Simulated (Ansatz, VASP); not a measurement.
Cu in VASP and in Ansatz

```
CELL_PARAMETERS angstrom
2.56888 0.00000 0.00000
-1.28444 2.22472 0.00000
0.00000 0.00000 20.92906
ATOMIC_POSITIONS crystal
Cu 0.00000 0.00000 0.99994
Cu 0.33333 0.66667 0.09976
Cu 0.66667 0.33333 0.19977
Cu 0.33333 0.66667 0.30012
Cu 0.66667 0.33333 0.40000
Cu 0.00000 0.00000 0.49988
Cu 0.66667 0.33333 0.60023
Cu 0.00000 0.00000 0.70024
Cu 0.33333 0.66667 0.80006
Cu 0.66667 0.33333 0.90000
```

Alike in both runs: functional PBE; k mesh 18 × 18 × 2; occupations gaussian, width 0.1 eV; no spin polarisation.

Ansatz relaxed the structure, and its values are those at the end. VASP's run is a single point on that final structure, the one shown.

```csv
,VASP,Ansatz
version,VASP 6.6.1,Ansatz 0.2.0
potentials or method,"VASP PAW PBE potentials, release 64 (Cu), cutoff 520 eV","scalar-relativistic, plane waves, PAW"
valence electrons in the cell,110,190
```

|  | VASP | Ansatz | Ansatz less VASP |
| --- | --- | --- | --- |
| gap on the k mesh at the Fermi level (eV) | none | none | - |
| pressure (GPa) | 0.5 | 0.0 | -0.55 |

A gap of «none» marks a metal or a gap that the smearing closes. With one functional, cell and mesh, what is left measures potentials, basis and numerics. VASP's potentials hold 110 valence electrons a cell and Ansatz's 190, so a difference there can come from the potentials and not from the codes.
